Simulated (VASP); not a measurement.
Input of a VASP 6.6.1 run:

INCAR

```
SYSTEM = Al3Sb2P
PREC     = Accurate       ! precision mode
ENCUT    = 520            ! plane-wave cutoff, eV
EDIFF    = 1E-7           ! SCF threshold, eV
ISMEAR   = 0              ! smearing method
SIGMA    = 0.1            ! smearing width, eV
LREAL    = .False.        ! projectors in reciprocal space
LASPH    = .True.         ! aspherical terms in the spheres
NELM     = 100            ! most SCF steps
ALGO     = Normal         ! electronic algorithm
ISIF     = 2              ! what is computed and relaxed
LWAVE    = .False.        ! write WAVECAR
LCHARG   = .True.         ! write CHGCAR
GGA      = PE             ! functional
LELF     = .True.         ! ELF
LVHAR    = .True.       
NBANDS   = 21             ! bands
```

KPOINTS

```
Automatic mesh
0
Gamma
  6 6 10
  0 0 0
```

POSCAR

```
Al3Sb2P
1.0
    6.8574296959      0.0000000000      0.0000000000
   -3.4287148479      5.9387083213      0.0000000000
    0.0000000000      0.0000000000      3.8449473751
Al Sb P
3 2 1
Direct
    0.5000000000      0.0000000000      0.5000000000
    0.5000000000      0.5000000000      0.5000000000
    0.0000000000      0.5000000000      0.5000000000
    0.3333333333      0.6666666667      0.0000000000
    0.6666666667      0.3333333333      0.0000000000
    0.0000000000      0.0000000000      0.0000000000
```

Potentials or basis: VASP PAW PBE potentials, release 64 (Al, Sb, P).

Command:

```console
$ cat potpaw_PBE.64/Al/POTCAR potpaw_PBE.64/Sb/POTCAR potpaw_PBE.64/P/POTCAR > POTCAR
$ mpirun -np 1 vasp_std > vasp.out
```

**Question.** Predict the pressure.

**Answer.** 0.2 GPa.

**Question.** Estimate the band gap on the k mesh.

**Answer.** Zero (band 12 reaches 5.88 eV, above the bottom of band 13 at 4.73 eV).

Stress tensor (GPa, compression positive):
```
0.10 0.00 0.00
0.00 0.10 0.00
0.00 0.00 0.27
```

Caveat: spin-orbit coupling is left out, which moves the levels of the heavy elements.
